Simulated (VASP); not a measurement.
# FeO (Wuestite) (Fm-3m) in VASP: notebook

FeO (Wuestite) is run at these levels: PBE; tasks: single point.

Everything below comes from runs of VASP 6.6.1. Logs are shortened: lines on timing, memory, paths and dates and some standing lists are left out, and cuts for length are marked.

**Experimental background.**

From “W\"ustite: Electric, thermodynamic and optical properties of FeO”, 2012, arxiv:1203.1201, for a bulk crystal of FeO: band gap 2.4 eV (optical).

The results are compared with them further down.

### Step 1. The cell of the first run

The structure is cubic, space group Fm-3m (No. 225). Conventional cell: a = 4.311 Å, b = 4.311 Å, c = 4.311 Å, α = 90.00°, β = 90.00°, γ = 90.00°. Fe (site symmetry m-3m) has 6 O at 2.16 Å within 2.9 Å. Within 2.9 Å of O (site symmetry m-3m) lie 6 Fe at 2.16 Å.

### Step 2. Single point, PBE, collinear spin, ferromagnetic start

Contents of INCAR:

```
SYSTEM = FeO
PREC     = Accurate       ! precision mode
ENCUT    = 520            ! plane-wave cutoff, eV
EDIFF    = 1E-6           ! SCF threshold, eV
ISMEAR   = 0              ! smearing method
SIGMA    = 0.016          ! smearing width, eV
LREAL    = .False.        ! projectors in reciprocal space
LASPH    = .True.         ! aspherical terms in the spheres
NELM     = 150            ! most SCF steps
ALGO     = Normal         ! electronic algorithm
ISIF     = 2              ! what is computed and relaxed
LWAVE    = .False.        ! write WAVECAR
LCHARG   = .False.        ! write CHGCAR
ISPIN    = 2              ! spin polarisation
MAGMOM   = 3 0            ! initial moments
LORBIT   = 11             ! projections on sites
LMAXMIX  = 4              ! l up to which the mixer works
GGA      = PE             ! functional
NBANDS   = 18             ! bands
```

Contents of KPOINTS:

```
Automatic mesh
0
Gamma
  11 11 11
  0 0 0
```

Contents of POSCAR:

```
FeO
1.0
    0.0000000000      2.1554000000      2.1554000000
    2.1554000000      0.0000000000      2.1554000000
    2.1554000000      2.1554000000      0.0000000000
Fe O
1 1
Direct
    0.0000000000      0.0000000000      0.0000000000
    0.5000000000      0.5000000000      0.5000000000
```

Potentials or basis: VASP PAW PBE potentials, release 64 (Fe, O).

Launch:

```bash
$ cat potpaw_PBE.64/Fe/POTCAR potpaw_PBE.64/O/POTCAR > POTCAR
$ mpirun -np 1 vasp_std > vasp.out
```

OUTCAR:

```text
SYSTEM = FeO
   PREC = Accurate
   ENCUT = 520
   EDIFF = 1E-6
   ISMEAR = 0
   LREAL = .False.
   LASPH = .True.
   NELM = 150
   ISIF = 2
   ISPIN = 2
   LORBIT = 11
   GGA = PE

 ion  position               nearest neighbor table
   1  0.000  0.000  0.000-   2 2.16   2 2.16   2 2.16   2 2.16   2 2.16   2 2.16
   2  0.500  0.500  0.500-   1 2.16   1 2.16   1 2.16   1 2.16   1 2.16   1 2.16

  LATTYP: Found a face centered cubic cell.
 ALAT       =     4.3108000000

  Lattice vectors:

 A1 = (   0.0000000000,   2.1554000000,   2.1554000000)
 A2 = (   2.1554000000,   0.0000000000,   2.1554000000)
 A3 = (   2.1554000000,   2.1554000000,   0.0000000000)

Analysis of symmetry for initial positions (statically):
=====================================================================
 Subroutine PRICEL returns:
 Original cell was already a primitive cell.

 Routine SETGRP: Setting up the symmetry group for a
 face centered cubic supercell.

 Subroutine GETGRP returns: Found 48 space group operations
 (whereof 48 operations were pure point group operations)
 out of a pool of 48 trial point group operations.

The static configuration has the point symmetry O_h .

Analysis of symmetry for dynamics (positions and initial velocities):
=====================================================================
 Subroutine PRICEL returns:
 Original cell was already a primitive cell.

 Routine SETGRP: Setting up the symmetry group for a
 face centered cubic supercell.

 Subroutine GETGRP returns: Found 48 space group operations
 (whereof 48 operations were pure point group operations)
 out of a pool of 48 trial point group operations.

The dynamic configuration has the point symmetry O_h .

Analysis of structural, dynamic, and magnetic symmetry:
=====================================================================
 Subroutine PRICEL returns:
 Original cell was already a primitive cell.

 Routine SETGRP: Setting up the symmetry group for a
 face centered cubic supercell.

 Subroutine GETGRP returns: Found 48 space group operations
 (whereof 48 operations were pure point group operations)
 out of a pool of 48 trial point group operations.

The overall configuration has the point symmetry O_h .

 Subroutine INISYM returns: Found 48 space group operations
 (whereof 48 operations are pure point group operations),
 and found     1 'primitive' translations

----------------------------------------------------------------------------------------

                                     Primitive cell

  volume of cell :      20.0269

  direct lattice vectors                    reciprocal lattice vectors
     0.000000000  2.155400000  2.155400000    -0.231975503  0.231975503  0.231975503
     2.155400000  0.000000000  2.155400000     0.231975503 -0.231975503  0.231975503
     2.155400000  2.155400000  0.000000000     0.231975503  0.231975503 -0.231975503

  length of vectors
     3.048195912  3.048195912  3.048195912     0.401793358  0.401793358  0.401793358

  position of ions in fractional coordinates (direct lattice)
     0.000000000  0.000000000  0.000000000
     0.500000000  0.500000000  0.500000000

  ion indices of the primitive-cell ions
   primitive index   ion index
                 1           1
                 2           2

----------------------------------------------------------------------------------------

 KPOINTS: Automatic mesh

Automatic generation of k-mesh.
 Grid dimensions read from file:
 generate k-points for:   11   11   11

 Generating k-lattice:

  Cartesian coordinates                     Fractional coordinates (reciprocal lattice)
    -0.021088682  0.021088682  0.021088682     0.090909091  0.000000000  0.000000000
     0.021088682 -0.021088682  0.021088682     0.000000000  0.090909091  0.000000000
     0.021088682  0.021088682 -0.021088682     0.000000000  0.000000000  0.090909091

  Length of vectors
     0.036526669  0.036526669  0.036526669

  Shift w.r.t. Gamma in fractional coordinates (k-lattice)
     0.000000000  0.000000000  0.000000000

 Subroutine IBZKPT returns following result:
 ===========================================

 Found     56 irreducible k-points:

 Following reciprocal coordinates:
            Coordinates               Weight
  0.000000  0.000000  0.000000      1.000000
  0.090909  0.000000  0.000000      8.000000
  0.181818  0.000000  0.000000      8.000000
  0.272727  0.000000  0.000000      8.000000
  0.363636  0.000000  0.000000      8.000000
  0.454545  0.000000  0.000000      8.000000
[... 16 lines left out ...]
 -0.272727  0.181818  0.000000     24.000000
 -0.181818  0.181818  0.000000     12.000000
 [... further k-points ...]
   k-points           NKPTS =     56   k-points in BZ     NKDIM =     56   number of bands    NBANDS=     18
   number of dos      NEDOS =    301   number of ions     NIONS =      2
   total plane-waves  NPLWV =  13824
   dimension x,y,z NGX =    24 NGY =   24 NGZ =   24
   dimension x,y,z NGXF=    48 NGYF=   48 NGZF=   48
   ions per type =               1   1
   NGX,Y,Z   is equivalent  to a cutoff of  13.09, 13.09, 13.09 a.u.
   NGXF,Y,Z  is equivalent  to a cutoff of  26.18, 26.18, 26.18 a.u.
 SYSTEM =  FeO
   PREC   = accura    normal or accurate (medium, high low for compatibility)
   ISTART =      0    job   : 0-new  1-cont  2-samecut
   ICHARG =      2    charge: 1-file 2-atom 10-const
   ISPIN  =      2    spin polarized calculation?
   LNONCOLLINEAR =      F non collinear calculations
   LSORBIT =      F    spin-orbit coupling
   LASPH  =      T    aspherical Exc in radial PAW
   ENCUT  =  520.0 eV  38.22 Ry    6.18 a.u.   5.67  5.67  5.67*2*pi/ulx,y,z
   NELM   =    150;   NELMIN=  2; NELMDL= -5     # of ELM steps
   EDIFF  = 0.1E-05   stopping-criterion for ELM
   LREAL  =      F    real-space projection
   EDIFFG = 0.1E-04   stopping-criterion for IOM
   NSW    =      0    number of steps for IOM
   IBRION =     -1    ionic relax: 0-MD 1-quasi-New 2-CG
   NFREE  =      0    steps in history (QN), initial steepest desc. (CG)
   ISIF   =      2    stress and relaxation
   ISYM   =      2    0-nonsym 1-usesym 2-fastsym
   POTIM  = 0.5000    time-step for ionic-motion
   TEBEG  =    0.0;   TEEND  =   0.0 temperature during run
   PSTRESS=    0.0 pullay stress
   NELECT =      14.0000    total number of electrons
   NUPDOWN=      -1.0000    fix difference up-down
   EMIN   =  10.00;   EMAX   =-10.00  energy-range for DOS
   EFERMI =   0.00;   METHOD = LEGACY
   ISMEAR =     0;   SIGMA  =   0.02  broadening in eV -4-tet -1-fermi 0-gaus
   EFERMI_NEDOS =   21; number of points for ismear=-14 and -15
   IALGO  =     38    algorithm
   IMIX   =      4    mixing-type and parameters
     AMIX     =   0.40;   BMIX     =  1.00
     AMIX_MAG =   1.60;   BMIX_MAG =  1.00
  volume/ion in A,a.u.               =      10.01        67.57
  Fermi-wavevector in a.u.,A,eV,Ry     =   1.452935  2.745650 28.722187  2.111021
  Thomas-Fermi vector in A             =   2.570260
   LORBIT       =     11    0 simple, 1 ext, 2 COOP (PROOUT), +10 PAW based schemes
   GGA     = PE    functional components
   LHFCALC =     F    Hartree Fock is set to
   AEXX    =    0.0000 exact exchange contribution
   IVDW    =     0    specifies the selected vdW correction
   LEPSILON=     F    determine dielectric tensor
   LRPA    =     F    only Hartree local field effects (RPA)
 spin polarized calculation
 Gauss-broadening in eV      SIGMA  =   0.02
  energy-cutoff  :      520.00
  volume of cell :       20.03
 maximum number of plane-waves:       556
   NGX = 11   NGY = 11   NGZ = 11

 number of electron      13.9999999 magnetization       3.9996509

 Free energy of the ion-electron system (eV)
  ---------------------------------------------------
  ext. energy  EPLUGINS =         0.00000000
  ---------------------------------------------------
  free energy    TOTEN  =       -14.92965011 eV

  energy without entropy =      -14.92933482  energy(sigma->0) =      -14.92949246

 E-fermi :   6.2019     XC(G=0): -12.1641

 val. band max:        6.1992872477   @ k =  -0.3636   0.2727   0.0909
 cond. band min:       6.2117472585   @ k =  -0.1818   0.0909   0.0000
 fundamental gap:      0.0124600108
 Fermi energy:         6.2019065977

 spin component 1

 k-point     1 :       0.0000    0.0000    0.0000
  band No.  band energies     occupation
      1     -14.5199      1.00000
      2       2.3268      1.00000
      3       2.3268      1.00000
      4       2.3268      1.00000
      5       2.4054      1.00000
      6       2.4054      1.00000
[... 10 lines left out ...]
     17      26.8360      0.00000
     18      29.9579      0.00000

 k-point     2 :       0.0909    0.0000    0.0000
  band No.  band energies     occupation
      1     -14.4385      1.00000
      2       1.4884      1.00000
      3       1.6005      1.00000
      4       1.6005      1.00000
      5       2.4075      1.00000
      6       2.4075      1.00000
[... 10 lines left out ...]
     17      27.8298      0.00000
     18      31.2612      0.00000

 k-point     3 :       0.1818    0.0000    0.0000
  band No.  band energies     occupation
      1     -14.2123      1.00000
      2       0.2495      1.00000
      3       0.8503      1.00000
      4       0.8503      1.00000
      5       2.5672      1.00000
      6       2.5672      1.00000
[... 412 lines left out ...]
 k-point    23 :      -0.2727    0.1818    0.0000
  band No.  band energies     occupation
      1     -13.5613      1.00000
      2      -1.6082      1.00000
      3      -0.2332      1.00000
      4       0.0376      1.00000
      5       2.8540      1.00000
      6       3.0371      1.00000
[... 10 lines left out ...]
     17      32.6993      0.00000
     18      34.4361      0.00000

 k-point    24 :      -0.1818    0.1818    0.0000
  band No.  band energies     occupation
      1     -13.8188      1.00000
      2      -1.0564      1.00000
      3       0.0180      1.00000
      4       0.5148      1.00000
      5       2.6773      1.00000
      6       2.9550      1.00000
[... 10 lines left out ...]
     17      32.7140      0.00000
     18      34.4739      0.00000

 [... further k-points ...]

 spin component 2

 k-point     1 :       0.0000    0.0000    0.0000
  band No.  band energies     occupation
      1     -13.9876      1.00000
      2       2.9633      1.00000
      3       2.9633      1.00000
      4       2.9633      1.00000
      5       5.4658      1.00000
      6       5.4660      1.00000
[... 10 lines left out ...]
     17      28.4260      0.00000
     18      31.0368      0.00000

 k-point     2 :       0.0909    0.0000    0.0000
  band No.  band energies     occupation
      1     -13.9051      1.00000
      2       2.3211      1.00000
      3       2.7213      1.00000
      4       2.7214      1.00000
      5       5.5685      1.00000
      6       5.5687      1.00000
[... 10 lines left out ...]
     17      29.2172      0.00000
     18      32.4816      0.00000

 k-point     3 :       0.1818    0.0000    0.0000
  band No.  band energies     occupation
      1     -13.6759      1.00000
      2       1.0714      1.00000
      3       2.2066      1.00000
      4       2.2066      1.00000
      5       5.7757      1.00000
      6       5.8073      1.00000
[... 412 lines left out ...]
 k-point    23 :      -0.2727    0.1818    0.0000
  band No.  band energies     occupation
      1     -13.0092      1.00000
      2      -0.7761      1.00000
      3       1.0554      1.00000
      4       1.2479      1.00000
      5       6.1854      0.92733
      6       6.3413      0.00000
[... 10 lines left out ...]
     17      33.3083      0.00000
     18      35.2231      0.00000

 k-point    24 :      -0.1818    0.1818    0.0000
  band No.  band energies     occupation
      1     -13.2739      1.00000
      2      -0.1826      1.00000
      3       1.5136      1.00000
      4       1.5461      1.00000
      5       5.9438      1.00000
      6       6.1581      0.99995
[... 10 lines left out ...]
     17      33.4969      0.00000
     18      35.2269      0.00000

 [... further k-points ...]

------------------------ aborting loop because EDIFF is reached ----------------------------------------

  FORCE on cell =-STRESS in cart. coord.  units (eV):
  Direction    XX          YY          ZZ          XY          YZ          ZX
  --------------------------------------------------------------------------------------
  -------------------------------------------------------------------------------------
  Total       -0.0287168     -0.0287168     -0.0287168      0.0000000      0.0000000      0.0000000
  in kB       -2.2973786     -2.2973786     -2.2973786      0.0000000      0.0000000      0.0000000
  external PRESSURE =      -2.2973786 kB  Pullay stress =       0.0000000 kB

 VOLUME and BASIS-vectors are now :
 -----------------------------------------------------------------------------
  energy-cutoff  :      520.00
  volume of cell :       20.03
      direct lattice vectors                 reciprocal lattice vectors
     0.000000000  2.155400000  2.155400000    -0.231975503  0.231975503  0.231975503
     2.155400000  0.000000000  2.155400000     0.231975503 -0.231975503  0.231975503
     2.155400000  2.155400000  0.000000000     0.231975503  0.231975503 -0.231975503

 POSITION                                       TOTAL-FORCE (eV/Angst)
 -----------------------------------------------------------------------------------
      0.00000      0.00000      0.00000         0.000000      0.000000      0.000000
      2.15540      2.15540      2.15540        -0.000000     -0.000000     -0.000000
 -----------------------------------------------------------------------------------
    total drift:                                0.000000     -0.000000      0.000000

  FREE ENERGIE OF THE ION-ELECTRON SYSTEM (eV)
  ---------------------------------------------------
  free  energy   TOTEN  =       -14.9296501082 eV

  energy  without entropy=      -14.9293348181  energy(sigma->0) =      -14.92949246

 total charge

# of ion       s       p       d       tot
------------------------------------------
    1        0.287   0.358   6.086   6.731
    2        1.556   3.438   0.000   4.994
--------------------------------------------------
tot          1.844   3.796   6.086  11.725

 magnetization (x)

# of ion       s       p       d       tot
------------------------------------------
    1        0.027   0.021   3.571   3.619
    2        0.030   0.272   0.000   0.301
--------------------------------------------------
tot          0.057   0.293   3.571   3.920
```

Wall time 14 s (1 thread of Intel Xeon 6975P-C (Granite Rapids), shared host); peak memory 0.16 GiB.

What came out:

* Free energy: -14.9297 eV
* Pressure: -0.2 GPa
* Band gap on the k mesh: zero (filled and empty bands overlap)
* Net moment: 4.00 μB per cell
* Site moments: Fe +3.62; O +0.30 μB
* Valence electrons inside the program's atomic spheres: Fe 6.73; O 4.99

Caveat: a cell with one magnetic atom can't hold antiferromagnetic order, which such compounds often take; semilocal functionals often make such compounds metallic where correlation or magnetic order opens a gap, which also shifts bond lengths.

(Part 1 of 2 ends here.)
